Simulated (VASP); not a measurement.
# CaSe (F-43m) in VASP: notebook

CaSe is run at these levels: PBE; tasks: single point, relaxation of cell and atoms.

All numbers are computed with VASP 6.6.1; they aren't measurements. Logs are shortened: lines on timing, memory, paths and dates and some standing lists are left out, and cuts for length are marked.

### Step 1. The cell of the first run

The structure is cubic, space group F-43m (No. 216). Conventional cell: a = 6.600 Å, b = 6.600 Å, c = 6.600 Å, α = 90.00°, β = 90.00°, γ = 90.00°. Se (site symmetry -43m) has 4 Ca at 2.86 Å within 3.8 Å. Ca (site symmetry -43m) has 4 Se at 2.86 Å within 3.8 Å.

### Step 2. Single point, PBE

INCAR

```
SYSTEM = CaSe
  ALGO = Normal
  EDIFF = 1E-6
  ENCUT = 520
  GGA = PE
  ISIF = 2
  ISMEAR = -1
  LASPH = .TRUE.
  LCHARG = .TRUE.
  LELF = .TRUE.
  LREAL = .FALSE.
  LVHAR = .TRUE.
  LWAVE = .FALSE.
  NBANDS = 15
  NELM = 80
  PREC = Accurate
  SIGMA = 0.05
```

KPOINTS

```
k-points
0
G
  5 5 5
  0 0 0
```

POSCAR

```
CaSe
1.0
    0.0000000000      3.3000000000      3.3000000000
    3.3000000000      0.0000000000      3.3000000000
    3.3000000000      3.3000000000      0.0000000000
Se Ca
1 1
Direct
    0.2500000000      0.2500000000      0.2500000000
    0.0000000000      0.0000000000      0.0000000000
```

Potentials or basis: VASP PAW PBE potentials, release 64 (Se, Ca_sv).

Launch:

```
$ cat potpaw_PBE.64/Se/POTCAR potpaw_PBE.64/Ca_sv/POTCAR > POTCAR
$ mpirun -np 1 vasp_std > vasp.out
```

OUTCAR:

```text
SYSTEM = CaSe
   EDIFF = 1E-6
   ENCUT = 520
   GGA = PE
   ISIF = 2
   ISMEAR = -1
   LASPH = .TRUE.
   LREAL = .FALSE.
   NELM = 80
   PREC = Accurate

 ion  position               nearest neighbor table
   1  0.250  0.250  0.250-   2 2.86   2 2.86   2 2.86   2 2.86
   2  0.000  0.000  0.000-   1 2.86   1 2.86   1 2.86   1 2.86

  LATTYP: Found a face centered cubic cell.
 ALAT       =     6.6000000000

  Lattice vectors:

 A1 = (   0.0000000000,   3.3000000000,   3.3000000000)
 A2 = (   3.3000000000,   0.0000000000,   3.3000000000)
 A3 = (   3.3000000000,   3.3000000000,   0.0000000000)

Analysis of symmetry for initial positions (statically):
=====================================================================
 Subroutine PRICEL returns:
 Original cell was already a primitive cell.

 Routine SETGRP: Setting up the symmetry group for a
 face centered cubic supercell.

 Subroutine GETGRP returns: Found 24 space group operations
 (whereof 24 operations were pure point group operations)
 out of a pool of 48 trial point group operations.

The static configuration has the point symmetry T_d .

Analysis of symmetry for dynamics (positions and initial velocities):
=====================================================================
 Subroutine PRICEL returns:
 Original cell was already a primitive cell.

 Routine SETGRP: Setting up the symmetry group for a
 face centered cubic supercell.

 Subroutine GETGRP returns: Found 24 space group operations
 (whereof 24 operations were pure point group operations)
 out of a pool of 48 trial point group operations.

The dynamic configuration has the point symmetry T_d .

 Subroutine INISYM returns: Found 24 space group operations
 (whereof 24 operations are pure point group operations),
 and found     1 'primitive' translations

----------------------------------------------------------------------------------------

                                     Primitive cell

  volume of cell :      71.8740

  direct lattice vectors                    reciprocal lattice vectors
     0.000000000  3.300000000  3.300000000    -0.151515152  0.151515152  0.151515152
     3.300000000  0.000000000  3.300000000     0.151515152 -0.151515152  0.151515152
     3.300000000  3.300000000  0.000000000     0.151515152  0.151515152 -0.151515152

  length of vectors
     4.666904756  4.666904756  4.666904756     0.262431941  0.262431941  0.262431941

  position of ions in fractional coordinates (direct lattice)
     0.250000000  0.250000000  0.250000000
     0.000000000  0.000000000  0.000000000

  ion indices of the primitive-cell ions
   primitive index   ion index
                 1           1
                 2           2

----------------------------------------------------------------------------------------

 KPOINTS: k-points

Automatic generation of k-mesh.
 Grid dimensions read from file:
 generate k-points for:    5    5    5

 Generating k-lattice:

  Cartesian coordinates                     Fractional coordinates (reciprocal lattice)
    -0.030303030  0.030303030  0.030303030     0.200000000  0.000000000  0.000000000
     0.030303030 -0.030303030  0.030303030     0.000000000  0.200000000  0.000000000
     0.030303030  0.030303030 -0.030303030     0.000000000  0.000000000  0.200000000

  Length of vectors
     0.052486388  0.052486388  0.052486388

  Shift w.r.t. Gamma in fractional coordinates (k-lattice)
     0.000000000  0.000000000  0.000000000

 Subroutine IBZKPT returns following result:
 ===========================================

 Found     10 irreducible k-points:

 Following reciprocal coordinates:
            Coordinates               Weight
  0.000000  0.000000  0.000000      1.000000
  0.200000  0.000000  0.000000      8.000000
  0.400000  0.000000  0.000000      8.000000
  0.200000  0.200000  0.000000      6.000000
  0.400000  0.200000  0.000000     24.000000
 -0.400000  0.200000  0.000000     24.000000
 -0.200000  0.200000  0.000000     12.000000
  0.400000  0.400000  0.000000      6.000000
 -0.400000  0.400000  0.000000     12.000000
 -0.400000  0.400000  0.200000     24.000000
   k-points           NKPTS =     10   k-points in BZ     NKDIM =     10   number of bands    NBANDS=     15
   number of dos      NEDOS =    301   number of ions     NIONS =      2
   total plane-waves  NPLWV =  46656
   dimension x,y,z NGX =    36 NGY =   36 NGZ =   36
   dimension x,y,z NGXF=    72 NGYF=   72 NGZF=   72
   ions per type =               1   1
   NGX,Y,Z   is equivalent  to a cutoff of  12.82, 12.82, 12.82 a.u.
   NGXF,Y,Z  is equivalent  to a cutoff of  25.65, 25.65, 25.65 a.u.
 SYSTEM =  CaSe
   PREC   = accura    normal or accurate (medium, high low for compatibility)
   ISTART =      0    job   : 0-new  1-cont  2-samecut
   ICHARG =      2    charge: 1-file 2-atom 10-const
   ISPIN  =      1    spin polarized calculation?
   LNONCOLLINEAR =      F non collinear calculations
   LSORBIT =      F    spin-orbit coupling
   LASPH  =      T    aspherical Exc in radial PAW
   ENCUT  =  520.0 eV  38.22 Ry    6.18 a.u.   8.68  8.68  8.68*2*pi/ulx,y,z
   NELM   =     80;   NELMIN=  2; NELMDL= -5     # of ELM steps
   EDIFF  = 0.1E-05   stopping-criterion for ELM
   LREAL  =      F    real-space projection
   EDIFFG = 0.1E-04   stopping-criterion for IOM
   NSW    =      0    number of steps for IOM
   IBRION =     -1    ionic relax: 0-MD 1-quasi-New 2-CG
   NFREE  =      0    steps in history (QN), initial steepest desc. (CG)
   ISIF   =      2    stress and relaxation
   ISYM   =      2    0-nonsym 1-usesym 2-fastsym
   POTIM  = 0.5000    time-step for ionic-motion
   TEBEG  =    0.0;   TEEND  =   0.0 temperature during run
   PSTRESS=    0.0 pullay stress
   NELECT =      16.0000    total number of electrons
   NUPDOWN=      -1.0000    fix difference up-down
   EMIN   =  10.00;   EMAX   =-10.00  energy-range for DOS
   EFERMI =   0.00;   METHOD = LEGACY
   ISMEAR =    -1;   SIGMA  =   0.05  broadening in eV -4-tet -1-fermi 0-gaus
   EFERMI_NEDOS =   21; number of points for ismear=-14 and -15
   IALGO  =     38    algorithm
   IMIX   =      4    mixing-type and parameters
     AMIX     =   0.40;   BMIX     =  1.00
     AMIX_MAG =   1.60;   BMIX_MAG =  1.00
  volume/ion in A,a.u.               =      35.94       242.51
  Fermi-wavevector in a.u.,A,eV,Ry     =   0.992181  1.874950 13.393889  0.984423
  Thomas-Fermi vector in A             =   2.123975
   LORBIT       =      0    0 simple, 1 ext, 2 COOP (PROOUT), +10 PAW based schemes
   GGA     = PE    functional components
   LHFCALC =     F    Hartree Fock is set to
   AEXX    =    0.0000 exact exchange contribution
   IVDW    =     0    specifies the selected vdW correction
   LEPSILON=     F    determine dielectric tensor
   LRPA    =     F    only Hartree local field effects (RPA)
 non-spin polarized calculation
  energy-cutoff  :      520.00
  volume of cell :       71.87
 maximum number of plane-waves:      1956
   NGX = 17   NGY = 17   NGZ = 17

 number of electron      16.0000001 magnetization

 Free energy of the ion-electron system (eV)
  ---------------------------------------------------
  ext. energy  EPLUGINS =         0.00000000
  ---------------------------------------------------
  free energy    TOTEN  =        -8.96975967 eV

  energy without entropy =       -8.96975967  energy(sigma->0) =       -8.96975967

 E-fermi :   0.8361     XC(G=0):  -7.5515

 val. band max:       -0.3812193380   @ k =  -0.4000   0.2000   0.0000
 cond. band min:       2.7721245884   @ k =   0.0000   0.0000   0.0000
 fundamental gap:      3.1533439264
 Fermi energy:         0.8361200864

 k-point     1 :       0.0000    0.0000    0.0000
  band No.  band energies     occupation
      1     -39.5122      2.00000
      2     -20.5246      2.00000
      3     -20.5246      2.00000
      4     -20.5246      2.00000
      5     -10.6816      2.00000
      6      -0.4636      2.00000
      7      -0.4636      2.00000
      8      -0.4636      2.00000
      9       2.7721      0.00000
     10       4.9599      0.00000
     11       4.9599      0.00000
     12       6.9222      0.00000
     13       6.9222      0.00000
     14       6.9222      0.00000
     15       8.6206      0.00000

 k-point     2 :       0.2000    0.0000    0.0000
  band No.  band energies     occupation
      1     -39.5117      2.00000
      2     -20.5388      2.00000
      3     -20.5264      2.00000
      4     -20.5264      2.00000
      5     -10.5976      2.00000
      6      -0.9803      2.00000
      7      -0.4336      2.00000
      8      -0.4336      2.00000
      9       3.7778      0.00000
     10       4.8265      0.00000
     11       4.8265      0.00000
     12       6.2957      0.00000
     13       6.8359      0.00000
     14       6.8359      0.00000
     15       7.7931      0.00000

 k-point     3 :       0.4000    0.0000    0.0000
  band No.  band energies     occupation
      1     -39.5108      2.00000
      2     -20.5615      2.00000
      3     -20.5292      2.00000
      4     -20.5292      2.00000
      5     -10.4599      2.00000
      6      -1.5019      2.00000
      7      -0.3943      2.00000
      8      -0.3943      2.00000
      9       4.6751      0.00000
     10       4.9637      0.00000
     11       4.9637      0.00000
     12       5.4685      0.00000
     13       6.1335      0.00000
     14       6.1335      0.00000
     15       8.0283      0.00000
[... 91 lines left out ...]
 k-point     9 :      -0.4000    0.4000    0.0000
  band No.  band energies     occupation
      1     -39.5101      2.00000
      2     -20.5646      2.00000
      3     -20.5408      2.00000
      4     -20.5352      2.00000
      5     -10.3598      2.00000
      6      -1.4119      2.00000
      7      -0.7149      2.00000
      8      -0.4001      2.00000
      9       3.3445      0.00000
     10       4.6234      0.00000
     11       5.2644      0.00000
     12       5.9898      0.00000
     13       6.0079      0.00000
     14       7.6596      0.00000
     15       8.5382      0.00000

 k-point    10 :      -0.4000    0.4000    0.2000
  band No.  band energies     occupation
      1     -39.5102      2.00000
      2     -20.5615      2.00000
      3     -20.5409      2.00000
      4     -20.5347      2.00000
      5     -10.3771      2.00000
      6      -1.2677      2.00000
      7      -0.8452      2.00000
      8      -0.4387      2.00000
      9       3.5701      0.00000
     10       4.5932      0.00000
     11       5.3648      0.00000
     12       5.9433      0.00000
     13       6.2985      0.00000
     14       7.3416      0.00000
     15       8.4823      0.00000

------------------------ aborting loop because EDIFF is reached ----------------------------------------

  FORCE on cell =-STRESS in cart. coord.  units (eV):
  Direction    XX          YY          ZZ          XY          YZ          ZX
  --------------------------------------------------------------------------------------
  -------------------------------------------------------------------------------------
  Total       -0.0316435     -0.0316435     -0.0316435      0.0000000     -0.0000000      0.0000000
  in kB       -0.7053805     -0.7053805     -0.7053805      0.0000000     -0.0000000      0.0000000
  external PRESSURE =      -0.7053805 kB  Pullay stress =       0.0000000 kB

 VOLUME and BASIS-vectors are now :
 -----------------------------------------------------------------------------
  energy-cutoff  :      520.00
  volume of cell :       71.87
      direct lattice vectors                 reciprocal lattice vectors
     0.000000000  3.300000000  3.300000000    -0.151515152  0.151515152  0.151515152
     3.300000000  0.000000000  3.300000000     0.151515152 -0.151515152  0.151515152
     3.300000000  3.300000000  0.000000000     0.151515152  0.151515152 -0.151515152

 POSITION                                       TOTAL-FORCE (eV/Angst)
 -----------------------------------------------------------------------------------
      1.65000      1.65000      1.65000        -0.000000     -0.000000     -0.000000
      0.00000      0.00000      0.00000         0.000000      0.000000      0.000000
 -----------------------------------------------------------------------------------
    total drift:                                0.000000      0.000000      0.000000

  FREE ENERGIE OF THE ION-ELECTRON SYSTEM (eV)
  ---------------------------------------------------
  free  energy   TOTEN  =        -8.9697596701 eV

  energy  without entropy=       -8.9697596701  energy(sigma->0) =       -8.96975967
```

Run time: 9.2 s. Hardware: 1 thread of AMD EPYC 9R45 (Zen 5), shared host; peak memory 0.17 GiB.

Results:

* Free energy: -8.9698 eV
* Pressure: -0.1 GPa
* Band gap on the k mesh: 3.15 eV, indirect (least direct gap 3.24 eV)

A k mesh can miss the band edges. PBE gaps usually lie below the measured ones, often by a third to a half.

### Step 3. Single point, PBE

This run uses another cell than the first one, of 35.72 Å³/atom, 0.994 times its volume.

INCAR

```
PREC = Accurate
ENCUT = 520
EDIFF = 1E-6
ISMEAR = -1
SIGMA = 0.05
LREAL = False
LASPH = True
NELM = 80
ALGO = Normal
ISIF = 2
LWAVE = False
LCHARG = True
GGA = PE
LELF = True
LVHAR = True
NBANDS = 15
```

KPOINTS

```
Automatic mesh
0
Gamma
  5 5 5
```

POSCAR

```
CaSe
1.0
    0.0000000000      3.2932750020      3.2932750020
    3.2932750020      0.0000000000      3.2932750020
    3.2932750020      3.2932750020      0.0000000000
Se Ca
1 1
Direct
    0.2500000000      0.2500000000      0.2500000000
    0.0000000000      0.0000000000      0.0000000000
```

Potentials or basis: VASP PAW PBE potentials, release 64 (Se, Ca_sv).

Launch:

```
$ cat potpaw_PBE.64/Se/POTCAR potpaw_PBE.64/Ca_sv/POTCAR > POTCAR
$ mpirun -np 1 vasp_std > vasp.out
```

Wall time 9.7 s (1 thread of AMD EPYC 9R45 (Zen 5), shared host); peak memory 0.17 GiB.

It converged, with:

- Free energy: -8.9696 eV
- Pressure: 0.1 GPa
- Band gap on the k mesh: 3.17 eV, indirect (least direct gap 3.26 eV)

Levels at points of the mesh, in eV from the valence-band top:
```
           k point  band 6  band 7  band 8  band 9  band 10  band 11
(0.00, 0.00, 0.00)   -0.08   -0.08   -0.08    3.17     5.36     5.36
```

A k mesh can miss the band edges.

### Step 4. Relaxation of cell and atoms, PBE

INCAR

```
  PREC = Accurate
  ENCUT = 600
  EDIFF = 1E-6
  ISMEAR = -1
  SIGMA = 0.05
  LREAL = False
  LASPH = True
  NELM = 60
  ALGO = Normal
  ISIF = 3
  LWAVE = False
  LCHARG = False
  GGA = PE
  IBRION = 2
  NSW = 60
  EDIFFG = -0.01
```

KPOINTS

```
regular mesh
0
Gamma
  5 5 5
```

POSCAR

```
CaSe
1.0
    0.0000000000      3.3000000000      3.3000000000
    3.3000000000      0.0000000000      3.3000000000
    3.3000000000      3.3000000000      0.0000000000
Se Ca
1 1
Direct
    0.2500000000      0.2500000000      0.2500000000
    0.0000000000      0.0000000000      0.0000000000
```

Launch:

```
$ cat potpaw_PBE.64/Se/POTCAR potpaw_PBE.64/Ca_sv/POTCAR > POTCAR
$ mpirun -np 1 vasp_std > vasp.out
```

It took 15 s on 1 thread of AMD EPYC 9R45 (Zen 5), shared host; peak memory 0.2 GiB.

Results (log left out):

- Free energy: -8.9701 eV
- Relaxed volume: 35.87 Å³/atom
- Relaxed cell: a = 4.664 Å, b = 4.664 Å, c = 4.664 Å, α = 60.00°, β = 60.00°, γ = 60.00°
- Space group after relaxing (to 0.05 Å): F-43m (No. 216)
- Energy gained by relaxing: 0.0 meV/atom
- Ionic steps: 2
- Pressure after relaxing: 0.0 GPa
- Band gap on the k mesh: 3.16 eV, indirect (least direct gap 3.24 eV)

Final structure:
```
Se Ca
1.0
     0.00000    3.29806    3.29806
     3.29806    0.00000    3.29806
     3.29806    3.29806    0.00000
Se Ca
1 1
Cartesian
  1.6490 1.6490 1.6490
  0.0000 0.0000 0.0000
```

Levels at points of the mesh, in eV from the valence-band top:
```csv
k point,band 5,band 6,band 7,band 8,band 9,band 10,band 11,band 12
"(0.00, 0.00, 0.00)",-10.30,-0.08,-0.08,-0.08,3.16,5.35,5.35,7.31
```

A k mesh can miss the band edges. A hybrid or GW would open this gap; PBE tends to underestimate it.

### Step 5. Overview

```csv
task,cell,cutoff (eV),gap on the mesh (eV),pressure (GPa)
single point,"a = 4.667 Å, angles 60.0°, 2 atoms",520,3.15,-0.1
single point,"a = 4.657 Å, angles 60.0°, 2 atoms",520,3.17,0.1
relaxation of cell and atoms,"relaxed from a = 4.667 Å, angles 60.0°, 2 atoms",600,3.16,0.0
```

Alike in all rows: level PBE; potentials or basis VASP PAW PBE potentials, release 64 (Se, Ca_sv); no spin polarisation; k mesh 5 × 5 × 5; smearing fermi-dirac 0.05 eV.

Total energies depend on the potentials used, so only differences within one code and one set of settings carry meaning.
